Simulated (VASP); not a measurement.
# Al2BP3 in VASP: a series of runs, part 2 of 2

VASP 6.6.1. The steps go on from the part before.

### 3 Single point, PBE

File INCAR:

```
PREC = Accurate
ENCUT = 520
EDIFF = 1E-6
ISMEAR = 0
SIGMA = 0.02
LREAL = F
LASPH = T
NELM = 100
ALGO = Normal
ISIF = 2
LWAVE = F
LCHARG = F
GGA = PE
NBANDS = 36
```

File KPOINTS:

```
regular mesh
0
Gamma
  12 12 2
```

File POSCAR:

```
Al2BP3
1.0
    3.6523292651      0.0000000000      0.0000000000
   -1.8261646326      3.1630099266      0.0000000000
    0.0000000000      0.0000000000     18.4960253683
Al B P
4 2 6
Direct
    0.3333333333      0.6666666667      0.0123320865
    0.3333333333      0.6666666667      0.3343466490
    0.3333333333      0.6666666667      0.6561561127
    0.6666666667      0.3333333333      0.8341265369
    0.6666666667      0.3333333333      0.1756303381
    0.6666666667      0.3333333333      0.4975690317
    0.3333333333      0.6666666667      0.1418082887
    0.3333333333      0.6666666667      0.4637284980
    0.3333333333      0.6666666667      0.7837553650
    0.6666666667      0.3333333333      0.2833817075
    0.6666666667      0.3333333333      0.6053067913
    0.6666666667      0.3333333333      0.9618586147
```

Potentials or basis: VASP PAW PBE potentials, release 64 (Al, B, P).

On the command line:

```sh
$ cat potpaw_PBE.64/Al/POTCAR potpaw_PBE.64/B/POTCAR potpaw_PBE.64/P/POTCAR > POTCAR
$ mpirun -np 1 vasp_std > vasp.out
```

OUTCAR:

```text
PREC = Accurate
   ENCUT = 520
   EDIFF = 1E-6
   ISMEAR = 0
   LREAL = F
   LASPH = T
   NELM = 100
   ISIF = 2
   GGA = PE

 ion  position               nearest neighbor table
   1  0.333  0.667  0.012-  12 2.31  12 2.31  12 2.31   7 2.39
   2  0.333  0.667  0.334-  10 2.31  10 2.31  10 2.31   8 2.39
   3  0.333  0.667  0.656-  11 2.31  11 2.31  11 2.31   9 2.36
   4  0.667  0.333  0.834-   9 2.31   9 2.31   9 2.31  12 2.36
   5  0.667  0.333  0.176-  10 1.99   7 2.20   7 2.20   7 2.20
   6  0.667  0.333  0.498-  11 1.99   8 2.20   8 2.20   8 2.20
   7  0.333  0.667  0.142-   5 2.20   5 2.20   5 2.20   1 2.39
   8  0.333  0.667  0.464-   6 2.20   6 2.20   6 2.20   2 2.39
   9  0.333  0.667  0.784-   4 2.31   4 2.31   4 2.31   3 2.36
  10  0.667  0.333  0.283-   5 1.99   2 2.31   2 2.31   2 2.31
  11  0.667  0.333  0.605-   6 1.99   3 2.31   3 2.31   3 2.31
  12  0.667  0.333  0.962-   1 2.31   1 2.31   1 2.31   4 2.36

  LATTYP: Found a hexagonal cell.
 ALAT       =     3.6523292651
 C/A-ratio  =     5.0641724844

[... 214 lines left out ...]
      5      -5.8565      2.00000
      6      -5.2498      2.00000
[... 925 lines left out ...]
     35       9.8476      0.00000
     36      10.1957      0.00000

 [... further k-points ...]

------------------------ aborting loop because EDIFF is reached ----------------------------------------

  FORCE on cell =-STRESS in cart. coord.  units (eV):
  Direction    XX          YY          ZZ          XY          YZ          ZX
  --------------------------------------------------------------------------------------
  -------------------------------------------------------------------------------------
  Total       -0.1428894     -0.1428894     -0.1697879      0.0000000      0.0000000      0.0000000
  in kB       -1.0714249     -1.0714249     -1.2731170      0.0000000      0.0000000      0.0000000
  external PRESSURE =      -1.1386556 kB  Pullay stress =       0.0000000 kB

 VOLUME and BASIS-vectors are now :
 -----------------------------------------------------------------------------
  energy-cutoff  :      520.00
  volume of cell :      213.67
      direct lattice vectors                 reciprocal lattice vectors
     3.652329265  0.000000000  0.000000000     0.273797877  0.158077278  0.000000000
    -1.826164633  3.163009927  0.000000000     0.000000000  0.316154556  0.000000000
     0.000000000  0.000000000 18.496025368     0.000000000  0.000000000  0.054065670

 POSITION                                       TOTAL-FORCE (eV/Angst)
 -----------------------------------------------------------------------------------
     -0.00000      2.10867      0.22809         0.000000      0.000000     -0.011273
     -0.00000      2.10867      6.18408         0.000000      0.000000     -0.007754
     -0.00000      2.10867     12.13628         0.000000      0.000000     -0.004442
      1.82616      1.05434     15.42803         0.000000     -0.000000     -0.008895
      1.82616      1.05434      3.24846        -0.000000      0.000000     -0.000424
      1.82616      1.05434      9.20305        -0.000000     -0.000000     -0.000302
     -0.00000      2.10867      2.62289         0.000000      0.000000      0.003824
     -0.00000      2.10867      8.57713         0.000000     -0.000000      0.003259
     -0.00000      2.10867     14.49636        -0.000000     -0.000000      0.006988
      1.82616      1.05434      5.24144        -0.000000     -0.000000      0.005212
      1.82616      1.05434     11.19577         0.000000     -0.000000      0.005477
      1.82616      1.05434     17.79056         0.000000     -0.000000      0.008330
 -----------------------------------------------------------------------------------
    total drift:                               -0.000000     -0.000000     -0.000635

  FREE ENERGIE OF THE ION-ELECTRON SYSTEM (eV)
  ---------------------------------------------------
  free  energy   TOTEN  =       -64.2429494404 eV

  energy  without entropy=      -64.2429494404  energy(sigma->0) =      -64.24294944
```

OSZICAR:

```text
N       E                     dE             d eps       ncg     rms          rms(c)
DAV:   1     0.141522640469E+03    0.14152E+03   -0.18913E+04  2736   0.112E+03
DAV:   2    -0.531854685289E+02   -0.19471E+03   -0.18256E+03  3544   0.174E+02
DAV:   3    -0.660001305764E+02   -0.12815E+02   -0.12650E+02  3548   0.439E+01
DAV:   4    -0.662567013878E+02   -0.25657E+00   -0.25559E+00  3552   0.716E+00
DAV:   5    -0.662635975556E+02   -0.68962E-02   -0.68900E-02  3528   0.115E+00    0.118E+01
DAV:   6    -0.645528334869E+02    0.17108E+01   -0.24843E+00  3272   0.566E+00    0.726E+00
DAV:   7    -0.642508487520E+02    0.30198E+00   -0.19503E+00  3464   0.510E+00    0.226E+00
DAV:   8    -0.642433130757E+02    0.75357E-02   -0.20922E-01  3288   0.197E+00    0.146E+00
DAV:   9    -0.642428687550E+02    0.44432E-03   -0.18531E-02  3480   0.514E-01    0.902E-01
DAV:  10    -0.642426024561E+02    0.26630E-03   -0.41221E-03  3252   0.251E-01    0.325E-01
DAV:  11    -0.642428741825E+02   -0.27173E-03   -0.16041E-03  3300   0.161E-01    0.939E-02
DAV:  12    -0.642428855538E+02   -0.11371E-04   -0.13622E-04  3436   0.468E-02    0.620E-02
DAV:  13    -0.642429185273E+02   -0.32973E-04   -0.29806E-05  3320   0.236E-02    0.270E-02
DAV:  14    -0.642429490355E+02   -0.30508E-04   -0.46464E-05  3108   0.299E-02    0.219E-02
DAV:  15    -0.642429494404E+02   -0.40489E-06   -0.31648E-06  3328   0.789E-03
   1 F= -.64242949E+02 E0= -.64242949E+02  d E =-.240050E-14
```

stdout:

```text
POSCAR found type information on POSCAR AlB P
 POSCAR found :  3 types and      12 ions
 scaLAPACK will be used
 LDA part: xc-table for (Slater+PW92), standard interpolation
 POSCAR, INCAR and KPOINTS ok, starting setup
 FFT: planning ... GRIDC
 FFT: planning ... GRID_SOFT
 FFT: planning ... GRID
 WAVECAR not read
 entering main loop
```

It took 3.1 min on 1 thread of Intel Xeon 6975P-C (Granite Rapids), shared host; peak memory 0.45 GiB.

Results:

```
Free energy            : -64.2429 eV
Pressure               : -0.1 GPa
Largest force          : 0.011 eV/Å
Band gap on the k mesh : 0.93 eV
```

Forces in eV/Å, atoms in the order of the input:
```
Al   0.000  0.000 -0.011
Al   0.000  0.000 -0.008
Al   0.000  0.000 -0.004
Al   0.000  0.000 -0.009
B    0.000  0.000  0.000
B    0.000  0.000  0.000
P    0.000  0.000  0.004
P    0.000  0.000  0.003
P    0.000  0.000  0.007
P    0.000  0.000  0.005
P    0.000  0.000  0.005
P    0.000  0.000  0.008
```
